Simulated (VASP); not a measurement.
# C (C2/m) in VASP: single point with PBE+D3(BJ)

Aim: the single point of C with PBE+D3(BJ).

Everything below comes from runs of VASP 6.6.1. Logs are shortened: lines on timing, memory, paths and dates and some standing lists are left out, and cuts for length are marked.

### Step 1. The cell of the first run

The structure is monoclinic, space group C2/m (No. 12). Conventional cell: a = 23.680 Å, b = 2.465 Å, c = 3.650 Å, α = 90.00°, β = 92.47°, γ = 90.00°. Within 1.9 Å of C (site symmetry m) lie 3 C at 1.42 Å. Within 1.9 Å of C (site symmetry m) lie 2 C at 1.42 Å. C (site symmetry m) has 3 C at 1.42 Å within 1.9 Å. C (site symmetry m) has 3 C at 1.42 Å within 1.9 Å. Within 1.9 Å of C (site symmetry m) lie 3 C at 1.42 Å.

### Step 2. Single point, PBE+D3(BJ)

INCAR reads:

```
SYSTEM = C
PREC = Accurate
ENCUT = 520
EDIFF = 1E-6
ISMEAR = 0
SIGMA = 0.05
LREAL = .False.
LASPH = .True.
NELM = 80
ALGO = Normal
ISIF = 2
LWAVE = .False.
LCHARG = .True.
GGA = PE
IVDW = 12
LELF = .True.
LVHAR = .True.
ISYM = 0
NBANDS = 31
```

KPOINTS reads:

```
regular mesh
0
Gamma
  7 11 3
  0 0 0
```

POSCAR reads:

```
C
1.0
    0.0000000000      1.4231666446     -3.3613878322
   -2.4649969361      0.0000000000      0.0000000000
    1.2324984681     11.0923129487      4.1411515761
C
10
Direct
    0.5873738724     -0.0399442420      0.7201115161
    0.7684295028      0.6276856928      0.0553713855
    0.9731655952      0.2107782091      0.2215564182
    0.1779016876      0.7938707254      0.3877414508
    0.3826377800      0.3769632417      0.5539264834
    0.8363065896      0.1554068235      0.1108136471
    0.0410426820      0.7384993399      0.2769986797
    0.2457787744      0.3215918562      0.4431837123
    0.4505148668      0.9046843725      0.6093687450
    0.6552509592      0.4877768888      0.7755537776
```

Potentials or basis: VASP PAW PBE potentials, release 64 (C).

Command:

```bash
$ cat potpaw_PBE.64/C/POTCAR > POTCAR
$ mpirun -np 1 vasp_std > vasp.out
```

OUTCAR:

```text
SYSTEM = C
   PREC = Accurate
   ENCUT = 520
   EDIFF = 1E-6
   ISMEAR = 0
   LREAL = .False.
   LASPH = .True.
   NELM = 80
   ISIF = 2
   GGA = PE
   IVDW = 12
   ISYM = 0
 IVDW          = 12

 ion  position               nearest neighbor table
   1  0.587  0.960  0.720-  10 1.42  10 1.42   9 1.42
   2  0.768  0.628  0.055-   6 1.42   6 1.42
   3  0.973  0.211  0.222-   7 1.42   7 1.42   6 1.42
   4  0.178  0.794  0.388-   8 1.42   8 1.42   7 1.42
   5  0.383  0.377  0.554-   9 1.42   9 1.42   8 1.42
   6  0.836  0.155  0.111-   2 1.42   2 1.42   3 1.42
   7  0.041  0.738  0.277-   3 1.42   3 1.42   4 1.42
   8  0.246  0.322  0.443-   4 1.42   4 1.42   5 1.42
   9  0.451  0.905  0.609-   5 1.42   5 1.42   1 1.42
  10  0.655  0.488  0.776-   1 1.42   1 1.42

IMPORTANT INFORMATION: All symmetrisations will be switched off!
NOSYMM: (Re-)initialisation of all symmetry stuff for point group C_1.

----------------------------------------------------------------------------------------

                                     Primitive cell

  volume of cell :     106.4364

  direct lattice vectors                    reciprocal lattice vectors
     0.000000000  1.423166645 -3.361387832     0.000000000  0.095906357 -0.256890700
    -2.464996936  0.000000000  0.000000000    -0.405680017  0.038923770  0.016479803
     1.232498468 11.092312949  4.141151576     0.000000000  0.077847540  0.032959607

  length of vectors
     3.650250876  2.464996936 11.904099941     0.274209520  0.407876109  0.084537418

  position of ions in fractional coordinates (direct lattice)
     0.587373872  0.960055758  0.720111516
     0.768429503  0.627685693  0.055371386
     0.973165595  0.210778209  0.221556418
     0.177901688  0.793870725  0.387741451
     0.382637780  0.376963242  0.553926483
     0.836306590  0.155406824  0.110813647
     0.041042682  0.738499340  0.276998680
     0.245778774  0.321591856  0.443183712
     0.450514867  0.904684373  0.609368745
     0.655250959  0.487776889  0.775553778

  ion indices of the primitive-cell ions
   primitive index   ion index
                 1           1
                 2           2
                 3           3
                 4           4
                 5           5
                 6           6
[... 101 lines left out ...]
   NSW    =      0    number of steps for IOM
   IBRION =     -1    ionic relax: 0-MD 1-quasi-New 2-CG
   NFREE  =      0    steps in history (QN), initial steepest desc. (CG)
   ISIF   =      2    stress and relaxation
   ISYM   =      0    0-nonsym 1-usesym 2-fastsym
   POTIM  = 0.5000    time-step for ionic-motion
   TEBEG  =    0.0;   TEEND  =   0.0 temperature during run
   PSTRESS=    0.0 pullay stress
   NELECT =      40.0000    total number of electrons
   NUPDOWN=      -1.0000    fix difference up-down
   EMIN   =  10.00;   EMAX   =-10.00  energy-range for DOS
   EFERMI =   0.00;   METHOD = LEGACY
   ISMEAR =     0;   SIGMA  =   0.05  broadening in eV -4-tet -1-fermi 0-gaus
   EFERMI_NEDOS =   21; number of points for ismear=-14 and -15
   IALGO  =     38    algorithm
   IMIX   =      4    mixing-type and parameters
     AMIX     =   0.40;   BMIX     =  1.00
     AMIX_MAG =   1.60;   BMIX_MAG =  1.00
  volume/ion in A,a.u.               =      10.64        71.83
  Fermi-wavevector in a.u.,A,eV,Ry     =   1.181403  2.232528 18.989834  1.395713
  Thomas-Fermi vector in A             =   2.317677
   LORBIT       =      0    0 simple, 1 ext, 2 COOP (PROOUT), +10 PAW based schemes
   GGA     = PE    functional components
   LHFCALC =     F    Hartree Fock is set to
   AEXX    =    0.0000 exact exchange contribution
   IVDW    =    12    specifies the selected vdW correction
   LEPSILON=     F    determine dielectric tensor
   LRPA    =     F    only Hartree local field effects (RPA)
 non-spin polarized calculation
 Gauss-broadening in eV      SIGMA  =   0.05
  energy-cutoff  :      520.00
  volume of cell :      106.44
 maximum number of plane-waves:      2894
   NGX = 13   NGY =  9   NGZ = 43

 number of electron      39.9999992 magnetization

 Free energy of the ion-electron system (eV)
  ---------------------------------------------------
  ext. energy  EPLUGINS =         0.00000000
  ---------------------------------------------------
  free energy    TOTEN  =       -85.95166347 eV

  energy without entropy =      -85.94839077  energy(sigma->0) =      -85.95002712

 E-fermi :   2.4794     XC(G=0):  -9.3446

 val. band max:        2.4792737040   @ k =   0.0000   0.3636   0.3333
 cond. band min:       2.5077200161   @ k =  -0.1429  -0.3636   0.3333
 fundamental gap:      0.0284463121
 Fermi energy:         2.4793808052

 k-point     1 :       0.0000    0.0000    0.0000
  band No.  band energies     occupation
      1     -16.8167      2.00000
      2     -16.0681      2.00000
      3     -14.9342      2.00000
      4     -13.4303      2.00000
      5     -11.9351      2.00000
      6      -9.0756      2.00000
[... 805 lines left out ...]
     30      11.9205      0.00000
     31      12.1287      0.00000

 [... further k-points ...]

------------------------ aborting loop because EDIFF is reached ----------------------------------------

 Edisp (eV)   -1.39321

 E8    (eV) :    -0.3964

  FORCE on cell =-STRESS in cart. coord.  units (eV):
  Direction    XX          YY          ZZ          XY          YZ          ZX
  --------------------------------------------------------------------------------------
  -------------------------------------------------------------------------------------
  Total      -1.10124    -2.34850    -0.34432     0.00087    -0.74014     0.00005
  in kB     -16.57692   -35.35172    -5.18303     0.01309   -11.14122     0.00079
  external pressure =      -19.04 kB  Pullay stress =        0.00 kB

 VOLUME and BASIS-vectors are now :
 -----------------------------------------------------------------------------
  energy-cutoff  :      520.00
  volume of cell :      106.44
      direct lattice vectors                 reciprocal lattice vectors
     0.000000000  1.423166645 -3.361387832     0.000000000  0.095906357 -0.256890700
    -2.464996936  0.000000000  0.000000000    -0.405680017  0.038923770  0.016479803
     1.232498468 11.092312949  4.141151576     0.000000000  0.077847540  0.032959607

 POSITION                                       TOTAL-FORCE (eV/Angst)
 -----------------------------------------------------------------------------------
     -1.47900      8.82363      1.00770        -0.000136      2.561835      0.198383
     -1.47900      1.70780     -2.35369        -0.000126      0.862839     -0.140785
     -0.24650      3.84255     -2.35369        -0.000254      0.792867      0.086918
     -1.47900      4.55413      1.00770        -0.000257      0.162758      0.002979
     -0.24650      6.68888      1.00770        -0.000227      0.175561      0.006637
     -0.24650      2.41938     -2.35225         0.000151     -2.562219     -0.198309
     -1.47900      3.13097      1.00913         0.000235     -0.175554     -0.006710
     -0.24650      5.26572      1.00913         0.000264     -0.162883     -0.002912
     -1.47900      7.40047      1.00913         0.000222     -0.792845     -0.086948
     -0.24650      9.53522      1.00913         0.000128     -0.862358      0.140747
 -----------------------------------------------------------------------------------
    total drift:                               -0.000900     -0.000384     -0.000280

  FREE ENERGIE OF THE ION-ELECTRON SYSTEM (eV)
  ---------------------------------------------------
  free  energy   TOTEN  =       -87.3448710937 eV

  energy  without entropy=      -87.3415983948  energy(sigma->0) =      -87.34323474
```

stdout:

```text
POSCAR found type information on POSCAR C
 POSCAR found :  1 types and      10 ions
 scaLAPACK will be used
 LDA part: xc-table for (Slater+PW92), standard interpolation
 -----------------------------------------------------------------------------
|                                                                             |
|           W    W    AA    RRRRR   N    N  II  N    N   GGGG   !!!           |
|           W    W   A  A   R    R  NN   N  II  NN   N  G    G  !!!           |
|           W    W  A    A  R    R  N N  N  II  N N  N  G       !!!           |
|           W WW W  AAAAAA  RRRRR   N  N N  II  N  N N  G  GGG   !            |
|           WW  WW  A    A  R   R   N   NN  II  N   NN  G    G                |
|           W    W  A    A  R    R  N    N  II  N    N   GGGG   !!!           |
|                                                                             |
|     Your reciprocal lattice and k-lattice belong to different lattice       |
|     classes:                                                                |
|                                                                             |
|        The reciprocal lattice is base-centered monoclinic,                  |
|        whereas your k-lattice is triclinic.                                 |
|                                                                             |
|     Results are often still useful ...                                      |
|                                                                             |
 -----------------------------------------------------------------------------

 POSCAR, INCAR and KPOINTS ok, starting setup
 FFT: planning ... GRIDC
 FFT: planning ... GRID_SOFT
 FFT: planning ... GRID
 WAVECAR not read
 entering main loop
```

Run time: 2.5 min. Hardware: 1 thread of Intel Xeon 6975P-C (Granite Rapids), shared host; peak memory 0.37 GiB.

Results:

```yaml
Free_energy: -87.3449 eV
Pressure: -1.9 GPa
Largest_force: 2.570 eV/Å
Band_gap_on_the_k_mesh: zero (filled and empty bands touch)
Dispersion_energy_per_atom: -0.139 eV
```

Forces in eV/Å, atoms in the order of the input:
```
C    0.000  2.562  0.198
C    0.000  0.863 -0.141
C    0.000  0.793  0.087
C    0.000  0.163  0.003
C    0.000  0.176  0.007
C    0.000 -2.562 -0.198
C    0.000 -0.176 -0.007
C    0.000 -0.163 -0.003
C    0.000 -0.793 -0.087
C    0.000 -0.862  0.141
```

Levels at points of the mesh, in eV from the Fermi level:
```
           k point  band 16  band 17  band 18  band 19  band 20  band 21  band 22  band 23  band 24  band 25
(0.00, 0.00, 0.00)    -3.65    -3.55    -3.01    -2.79    -0.62     0.51     2.42     4.51     4.86     6.19
```

Caveat: forces of over 1 eV/Å act on the atoms, so gaps and moduli don't describe the material at rest.
